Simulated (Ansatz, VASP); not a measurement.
One calculation of Ir, two programs

POSCAR

```
Ir
1.0
    4.8773957365      0.0000000000      0.0000000000
    0.0000000000      4.8773957365      0.0000000000
    0.0000000000      0.0000000000      4.8773957365
Ir
8
Direct
    0.5000000000      0.5000000000      0.5000000000
    0.0000000000      0.0000000000      0.0000000000
    0.2500000000      0.0000000000      0.5000000000
    0.5000000000      0.2500000000      0.0000000000
    0.5000000000      0.7500000000      0.0000000000
    0.7500000000      0.0000000000      0.5000000000
    0.0000000000      0.5000000000      0.7500000000
    0.0000000000      0.5000000000      0.2500000000
```

Contents of INCAR.step1:

```
SYSTEM = Ir
  ALGO = Normal
  EDIFF = 1E-5
  EDIFFG = -0.005
  ENCUT = 550
  GGA = PE
  GGA_COMPAT = .FALSE.
  IBRION = 2
  ISIF = 3
  ISMEAR = 0
  LASPH = .TRUE.
  LCHARG = .FALSE.
  LREAL = .FALSE.
  LWAVE = .TRUE.
  NELM = 120
  NELMIN = 4
  NSW = 100
  PREC = Accurate
  SIGMA = 0.1
```

INCAR.step2

```
SYSTEM = Ir
  ALGO = Normal
  EDIFF = 1E-7
  EDIFFG = -0.04
  ENCUT = 550
  GGA_COMPAT = .FALSE.
  IBRION = 2
  ISIF = 3
  ISMEAR = 0
  ISTART = 1
  LASPH = .TRUE.
  LCHARG = .FALSE.
  LMIXTAU = .TRUE.
  LREAL = .FALSE.
  LWAVE = .FALSE.
  METAGGA = R2SCAN
  NELM = 120
  NELMIN = 4
  NSW = 90
  PREC = Accurate
  SIGMA = 0.1
```

KPOINTS

```
k-points
0
G
  4 4 4
  0 0 0
```

Input for Ansatz:

```yaml
crystal:
  lattice:
    - [4.8773957365, 0.0, 0.0]
    - [0.0, 4.8773957365, 0.0]
    - [0.0, 0.0, 4.8773957365]
  atoms:
    - { symbol: Ir, position: [0.5, 0.5, 0.5] }
    - { symbol: Ir, position: [0.0, 0.0, 0.0] }
    - { symbol: Ir, position: [0.25, 0.0, 0.5] }
    - { symbol: Ir, position: [0.5, 0.25, 0.0] }
    - { symbol: Ir, position: [0.5, 0.75, 0.0] }
    - { symbol: Ir, position: [0.75, 0.0, 0.5] }
    - { symbol: Ir, position: [0.0, 0.5, 0.75] }
    - { symbol: Ir, position: [0.0, 0.5, 0.25] }
basis:
  ecutwfc: 500
kpoints:
  mp_grid: { grid: [4, 4, 4] }
hamiltonian:
  xc: r2scan
scf:
  occupations: { method: gaussian, width: 0.1 }
  lower_state_search: "off"
output:
  forces: true
  stress: true
  eigenvalues: true
relax:
  adjacent_minimum: "off"
  f_tol: 0.04
  max_steps: 70
  cell: { stress_tol: 0.4 }
```

Alike in both runs: task relaxation of cell and atoms; functional r2SCAN; k mesh 4 × 4 × 4; occupations gaussian, width 0.1 eV; no spin polarisation.

|  | VASP | Ansatz |
| --- | --- | --- |
| version | VASP 6.6.1 | Ansatz 0.2.0 |
| potentials or method | VASP PAW PBE potentials, release 64 (Ir_sv_GW), cutoff 550 eV | scalar-relativistic, plane waves, PAW |
| valence electrons in the cell | 136 | 136 |

|  | VASP | Ansatz | Ansatz less VASP |
| --- | --- | --- | --- |
| gap on the k mesh at the Fermi level, each at its own relaxed structure (eV) | none | none | - |
| relaxed volume (Å³/atom) | 14.70 | 14.79 | +0.088 |
| relaxed length of the cell vector where the two differ most in proportion (Å) | 4.900 | 4.909 | +0.0098 |

VASP's potentials were made for PBE, not for r2SCAN. A gap of «none» marks a metal or a gap that the smearing closes.

Spin-orbit coupling is off throughout.
